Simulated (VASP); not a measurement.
# TiGeRu4 (Pmmm) in VASP: single point with PBE

Aim: the single point of TiGeRu4 with PBE.

Program: VASP 6.6.1. These are calculated values, not measurements. Logs are shortened: lines on timing, memory, paths and dates and some standing lists are left out, and cuts for length are marked.

## (1) The cell of the first run

Symmetry: Pmmm, No. 47, orthorhombic system. The conventional cell has a = 2.836 Å, b = 3.868 Å, c = 7.868 Å, α = 90.00°, β = 90.00°, γ = 90.00°. Ti (site symmetry mmm) has 10 Ru at 2.60 to 2.77 Å and 2 Ti at 2.84 Å within 3.4 Å. Within 3.4 Å of Ge (site symmetry mmm) lie 10 Ru at 2.54 to 2.75 Å and 2 Ge at 2.84 Å. Ru (site symmetry mm2) has 1 Ti at 2.60 Å and 7 Ru at 2.67 to 2.84 Å and 4 Ge at 2.75 Å within 3.4 Å. Within 3.4 Å of Ru (site symmetry mm2) lie 1 Ge at 2.54 Å and 7 Ru at 2.68 to 2.84 Å and 4 Ti at 2.77 Å.

## (2) Single point, PBE

The input, INCAR:

```
PREC     = Accurate       # precision mode
ENCUT    = 500            # plane-wave cutoff, eV
EDIFF    = 1E-6           # SCF threshold, eV
ISMEAR   = 0              # smearing method
SIGMA    = 0.2            # smearing width, eV
LREAL    = F              # projectors in reciprocal space
LASPH    = T              # aspherical terms in the spheres
NELM     = 120            # most SCF steps
ALGO     = Normal         # electronic algorithm
ISIF     = 2              # what is computed and relaxed
LWAVE    = F              # write WAVECAR
LCHARG   = F              # write CHGCAR
GGA      = PE             # functional
NBANDS   = 94             # bands
GGA_COMPAT= F
```

The input, KPOINTS:

```
Automatic mesh
0
Gamma
  6 4 4
```

The input, POSCAR:

```
TiGeRu4
1.0
    0.0000000000     -3.8678040753      0.0000000000
   -5.6726415949      0.0000000000      0.0000000000
    0.0000000000      0.0000000000     -7.8675305769
Ti Ge Ru
2 2 8
Direct
    0.0000000000      1.0000000000      1.0000000000
    1.0000000000      0.5000000000      1.0000000000
    0.5000000000      0.7500000000      0.5000000000
    0.5000000000      0.2500000000      0.5000000000
    1.0000000000      0.5000000000      0.6698121215
    0.0000000000      1.0000000000      0.6698121215
    1.0000000000      0.5000000000      0.3301878785
    1.0000000000      0.0000000000      0.3301878785
    0.5000000000      0.7500000000      0.8232915679
    0.5000000000      0.2500000000      0.8232915679
    0.5000000000      0.7500000000      0.1767084321
    0.5000000000      0.2500000000      0.1767084321
```

Potentials or basis: VASP PAW PBE potentials, release 64 (Ti_sv, Ge_d, Ru_pv).

The run is started by

```bash
$ cat potpaw_PBE.64/Ti_sv/POTCAR potpaw_PBE.64/Ge_d/POTCAR potpaw_PBE.64/Ru_pv/POTCAR > POTCAR
$ mpirun -np 1 vasp_std > vasp.out
```

OUTCAR:

```text
PREC = Accurate
   ENCUT = 500
   EDIFF = 1E-6
   ISMEAR = 0
   LREAL = F
   LASPH = T
   NELM = 120
   ISIF = 2
   GGA = PE

 ion  position               nearest neighbor table
   1  0.000  0.000  0.000-   6 2.60   8 2.60   9 2.77  10 2.77  11 2.77  12 2.77   9 2.77  10 2.77
                            11 2.77  12 2.77   2 2.84   2 2.84
   2  0.000  0.500  0.000-   5 2.60   7 2.60   9 2.77  10 2.77  11 2.77  12 2.77   9 2.77  10 2.77
                            11 2.77  12 2.77   1 2.84   1 2.84
   3  0.500  0.750  0.500-   9 2.54  11 2.54   7 2.75   8 2.75   5 2.75   6 2.75   5 2.75   6 2.75
                             7 2.75   8 2.75   4 2.84   4 2.84
   4  0.500  0.250  0.500-  10 2.54  12 2.54   7 2.75   8 2.75   5 2.75   6 2.75   5 2.75   6 2.75
                             7 2.75   8 2.75   3 2.84   3 2.84
   5  0.000  0.500  0.670-   2 2.60   7 2.67   9 2.68  10 2.68   9 2.68  10 2.68   3 2.75   4 2.75
                             4 2.75   3 2.75   6 2.84   6 2.84
   6  0.000  0.000  0.670-   1 2.60   8 2.67   9 2.68  10 2.68   9 2.68  10 2.68   3 2.75   4 2.75
                             4 2.75   3 2.75   5 2.84   5 2.84
   7  0.000  0.500  0.330-   2 2.60   5 2.67  11 2.68  12 2.68  11 2.68  12 2.68   3 2.75   4 2.75
                             4 2.75   3 2.75   8 2.84   8 2.84
   8  0.000  0.000  0.330-   1 2.60   6 2.67  11 2.68  12 2.68  11 2.68  12 2.68   3 2.75   4 2.75
                             4 2.75   3 2.75   7 2.84   7 2.84
   9  0.500  0.750  0.823-   3 2.54   5 2.68   6 2.68   5 2.68   6 2.68   1 2.77   2 2.77   2 2.77
[... 15 lines left out ...]
 A1 = (   0.0000000000,  -3.8678040753,   0.0000000000)
 A2 = (  -5.6726415949,   0.0000000000,   0.0000000000)
 A3 = (   0.0000000000,   0.0000000000,  -7.8675305769)

Analysis of symmetry for initial positions (statically):
=====================================================================
 Subroutine PRICEL returns following result:

  LATTYP: Found a simple orthorhombic cell.
 ALAT       =     2.8363207974
 B/A-ratio  =     1.3636694688
 C/A-ratio  =     2.7738507520

  Lattice vectors:

 A1 = (   2.8363207974,   0.0000000000,   0.0000000000)
 A2 = (   0.0000000000,  -3.8678040753,   0.0000000000)
 A3 = (   0.0000000000,   0.0000000000,  -7.8675305769)

   2 primitive cells build up your supercell.

 Routine SETGRP: Setting up the symmetry group for a
 simple orthorhombic supercell.

 Subroutine GETGRP returns: Found  8 space group operations
 (whereof  8 operations were pure point group operations)
 out of a pool of  8 trial point group operations.

The static configuration has the point symmetry D_2h.
[... 139 lines left out ...]
   ISIF   =      2    stress and relaxation
   ISYM   =      2    0-nonsym 1-usesym 2-fastsym
   POTIM  = 0.5000    time-step for ionic-motion
   TEBEG  =    0.0;   TEEND  =   0.0 temperature during run
   PSTRESS=    0.0 pullay stress
   NELECT =     164.0000    total number of electrons
   NUPDOWN=      -1.0000    fix difference up-down
   EMIN   =  10.00;   EMAX   =-10.00  energy-range for DOS
   EFERMI =   0.00;   METHOD = LEGACY
   ISMEAR =     0;   SIGMA  =   0.20  broadening in eV -4-tet -1-fermi 0-gaus
   EFERMI_NEDOS =   21; number of points for ismear=-14 and -15
   IALGO  =     38    algorithm
   IMIX   =      4    mixing-type and parameters
     AMIX     =   0.40;   BMIX     =  1.00
     AMIX_MAG =   1.60;   BMIX_MAG =  1.00
  volume/ion in A,a.u.               =      14.38        97.07
  Fermi-wavevector in a.u.,A,eV,Ry     =   1.609385  3.041297 35.240736  2.590121
  Thomas-Fermi vector in A             =   2.705104
   LORBIT       =      0    0 simple, 1 ext, 2 COOP (PROOUT), +10 PAW based schemes
   GGA     = PE    functional components
   LHFCALC =     F    Hartree Fock is set to
   AEXX    =    0.0000 exact exchange contribution
   IVDW    =     0    specifies the selected vdW correction
   LEPSILON=     F    determine dielectric tensor
   LRPA    =     F    only Hartree local field effects (RPA)
 non-spin polarized calculation
 Gauss-broadening in eV      SIGMA  =   0.20
  energy-cutoff  :      500.00
  volume of cell :      172.62
 maximum number of plane-waves:      4408
   NGX = 15   NGY = 21   NGZ = 29

 number of electron     164.0000012 magnetization

 Free energy of the ion-electron system (eV)
  ---------------------------------------------------
  ext. energy  EPLUGINS =         0.00000000
  ---------------------------------------------------
  free energy    TOTEN  =       -99.68323114 eV

  energy without entropy =      -99.45111160  energy(sigma->0) =      -99.56717137

 E-fermi :  11.3305     XC(G=0): -13.3457

 val. band max:       11.3287770790   @ k =   0.0000   0.2500   0.5000
 cond. band min:      11.3362480058   @ k =   0.1667   0.2500   0.5000
 fundamental gap:      0.0074709267
 Fermi energy:        11.3305256486

 k-point     1 :       0.0000    0.0000    0.0000
  band No.  band energies     occupation
      1     -45.5428      2.00000
      2     -45.4889      2.00000
      3     -31.7391      2.00000
      4     -31.7089      2.00000
      5     -31.6986      2.00000
      6     -31.6959      2.00000
[... 2317 lines left out ...]
     93      13.0832      0.00000
     94      13.0832      0.00000

 [... further k-points ...]
[... 5 lines left out ...]
  --------------------------------------------------------------------------------------
  -------------------------------------------------------------------------------------
  Total       -0.0088408     -0.0031930      0.4739900      0.0000000      0.0000000      0.0000000
  in kB       -0.0820565     -0.0296358      4.3993807      0.0000000      0.0000000      0.0000000
  external PRESSURE =       1.4292295 kB  Pullay stress =       0.0000000 kB

 VOLUME and BASIS-vectors are now :
 -----------------------------------------------------------------------------
  energy-cutoff  :      500.00
  volume of cell :      172.62
      direct lattice vectors                 reciprocal lattice vectors
     0.000000000 -3.867804075  0.000000000     0.000000000 -0.258544637  0.000000000
    -5.672641595  0.000000000  0.000000000    -0.176284714  0.000000000  0.000000000
     0.000000000  0.000000000 -7.867530577     0.000000000  0.000000000 -0.127104686

 POSITION                                       TOTAL-FORCE (eV/Angst)
 -----------------------------------------------------------------------------------
      0.00000      0.00000      0.00000         0.000000     -0.000000     -0.000000
     -2.83632      0.00000      0.00000         0.000000     -0.000000     -0.000000
     -4.25448     -1.93390     -3.93377         0.000000     -0.000000     -0.000000
     -1.41816     -1.93390     -3.93377         0.000000     -0.000000     -0.000000
     -2.83632      0.00000     -5.26977         0.000000     -0.000000     -0.005814
      0.00000      0.00000     -5.26977         0.000000     -0.000000     -0.005814
     -2.83632      0.00000     -2.59776         0.000000     -0.000000      0.005814
      0.00000      0.00000     -2.59776         0.000000     -0.000000      0.005814
     -4.25448     -1.93390     -6.47727        -0.000000     -0.000000     -0.054987
     -1.41816     -1.93390     -6.47727        -0.000000     -0.000000     -0.054987
     -4.25448     -1.93390     -1.39026        -0.000000      0.000000      0.054987
     -1.41816     -1.93390     -1.39026        -0.000000      0.000000      0.054987
 -----------------------------------------------------------------------------------
    total drift:                               -0.000000     -0.000000     -0.000000

  FREE ENERGIE OF THE ION-ELECTRON SYSTEM (eV)
  ---------------------------------------------------
  free  energy   TOTEN  =       -99.6832311419 eV

  energy  without entropy=      -99.4511116000  energy(sigma->0) =      -99.56717137
```

OSZICAR:

```text
N       E                     dE             d eps       ncg     rms          rms(c)
DAV:   1     0.259315578599E+04    0.25932E+04   -0.83192E+04  9040   0.318E+03
DAV:   2     0.266536348560E+03   -0.23266E+04   -0.22683E+04  6784   0.967E+02
DAV:   3    -0.587349545444E+02   -0.32527E+03   -0.30594E+03  7472   0.255E+02
DAV:   4    -0.104430528847E+03   -0.45696E+02   -0.43638E+02  9816   0.837E+01
DAV:   5    -0.106881048986E+03   -0.24505E+01   -0.23969E+01  9786   0.186E+01    0.340E+01
DAV:   6    -0.101574919569E+03    0.53061E+01   -0.33964E+01  8842   0.284E+01    0.149E+01
DAV:   7    -0.105098735796E+03   -0.35238E+01   -0.41691E+01  8410   0.279E+01    0.200E+01
DAV:   8    -0.998827946567E+02    0.52159E+01   -0.18624E+01  8574   0.167E+01    0.443E+00
DAV:   9    -0.997543204014E+02    0.12847E+00   -0.38404E+00  9410   0.618E+00    0.373E+00
DAV:  10    -0.996778175778E+02    0.76503E-01   -0.51434E-01  9068   0.262E+00    0.151E+00
DAV:  11    -0.996849025664E+02   -0.70850E-02   -0.54520E-02  7988   0.125E+00    0.459E-01
DAV:  12    -0.996829691916E+02    0.19334E-02   -0.13670E-02  8964   0.548E-01    0.141E-01
DAV:  13    -0.996832306730E+02   -0.26148E-03   -0.93169E-04  8234   0.149E-01    0.672E-02
DAV:  14    -0.996832246400E+02    0.60330E-05   -0.23902E-04  9428   0.626E-02    0.348E-02
DAV:  15    -0.996832345718E+02   -0.99318E-05   -0.27723E-05  7592   0.227E-02    0.121E-02
DAV:  16    -0.996832312763E+02    0.32955E-05   -0.51026E-06  7440   0.110E-02    0.539E-03
DAV:  17    -0.996832311419E+02    0.13437E-06   -0.52519E-07  4408   0.397E-03
   1 F= -.99683231E+02 E0= -.99567171E+02  d E =-.232120E+00
```

stdout:

```text
POSCAR found type information on POSCAR TiGeRu
 POSCAR found :  3 types and      12 ions
 scaLAPACK will be used
 LDA part: xc-table for (Slater+PW92), standard interpolation
 POSCAR, INCAR and KPOINTS ok, starting setup
 FFT: planning ... GRIDC
 FFT: planning ... GRID_SOFT
 FFT: planning ... GRID
 WAVECAR not read
 entering main loop
```

Wall time 11 min (1 thread of Intel Xeon Platinum 8259CL at 2.50GHz (Skylake/Cascade Lake), shared host); peak memory 0.52 GiB.

Results:

| Quantity | Value |
| --- | --- |
| Free energy | -99.6832 eV |
| Pressure | 0.1 GPa |
| Largest force | 0.055 eV/Å |
| Band gap on the k mesh | zero (band 82 reaches 11.60 eV, above the bottom of band 83 at 10.89 eV) |

Forces in eV/Å, atoms in the order of the input:
```
Ti   0.000  0.000  0.000
Ti   0.000  0.000  0.000
Ge   0.000  0.000  0.000
Ge   0.000  0.000  0.000
Ru   0.000  0.000 -0.006
Ru   0.000  0.000 -0.006
Ru   0.000  0.000  0.006
Ru   0.000  0.000  0.006
Ru   0.000  0.000 -0.055
Ru   0.000  0.000 -0.055
Ru   0.000  0.000  0.055
Ru   0.000  0.000  0.055
```

Levels at points of the mesh, in eV from the Fermi level:
```
           k point  band 79  band 80  band 81  band 82  band 83  band 84  band 85  band 86
(0.00, 0.00, 0.00)    -0.25    -0.17     0.13     0.17     0.34     0.36     0.60     0.70
(0.50, 0.00, 0.00)    -0.73    -0.67    -0.34    -0.29     0.20     0.41     0.50     0.52
(0.00, 0.50, 0.00)    -0.20    -0.20    -0.15    -0.15    -0.09    -0.09     0.44     0.44
(0.50, 0.50, 0.00)    -0.99    -0.99    -0.98    -0.98     0.11     0.11     0.31     0.31
(0.00, 0.00, 0.50)    -0.36    -0.25    -0.06    -0.04     0.37     0.49     0.70     0.86
(0.50, 0.00, 0.50)    -1.09    -0.59    -0.12    -0.08    -0.03     0.17     0.43     0.61
(0.00, 0.50, 0.50)    -0.20    -0.20     0.08     0.08     0.15     0.15     0.24     0.24
(0.50, 0.50, 0.50)    -1.10    -1.10    -1.00    -1.00    -0.44    -0.44     0.19     0.19
```
